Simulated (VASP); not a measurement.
A run of VASP 6.6.1 is set up as follows.

The input INCAR:

```
  PREC = Accurate
  ENCUT = 520
  EDIFF = 1E-6
  ISMEAR = 0
  SIGMA = 0.1
  LREAL = False
  LASPH = True
  NELM = 120
  ALGO = Normal
  ISIF = 3
  LWAVE = False
  LCHARG = False
  GGA = PE
  IBRION = 2
  NSW = 90
  EDIFFG = -0.01
  KPAR = 8
```

Contents of KPOINTS:

```
Automatic mesh
0
Gamma
  6 10 4
```

Contents of POSCAR:

```
In3GaSb2N2
1.0
    5.8569774600      0.0000000000      0.0000000000
    0.0000000000      3.4040000000      0.0000000000
   -0.2604135000      0.0000000000      8.5046618900
In Ga Sb N
3 1 2 2
Direct
    0.5319526400      0.5000000000      0.8772824300
    0.9246107700      0.5000000000      0.5859113000
    0.4276019700      0.0000000000      0.2479729000
    0.0317486200      0.0000000000      0.9611421100
    0.4021967500      0.5000000000      0.5453731800
    0.9064527800      0.0000000000      0.2684521000
    0.3663800400      0.0000000000      0.9859194500
    0.9090595800      0.5000000000      0.8614562000
```

Potentials or basis: VASP PAW PBE potentials, release 64 (In_d, Ga_d, Sb, N).

Run with:

```sh
$ cat potpaw_PBE.64/In_d/POTCAR potpaw_PBE.64/Ga_d/POTCAR potpaw_PBE.64/Sb/POTCAR potpaw_PBE.64/N/POTCAR > POTCAR
$ mpirun -np 8 vasp_std > vasp.out
```

(1) Estimate the space group after relaxing (to 0.1 Å).

(2) Predict the band gap on the k mesh.

(3) Predict the relaxed volume.

(4) What does it give for the relaxed cell?

## Answers

(1) Pm (No. 6).

(2) zero (bands 36 and 37 overlap by 2.29 eV).

(3) 22.47 Å³/atom.

(4) a = 5.864 Å, b = 3.238 Å, c = 9.468 Å, α = 90.00°, β = 91.14°, γ = 90.00°.

Caveat: spin-orbit coupling is left out, which moves the levels of the heavy elements.
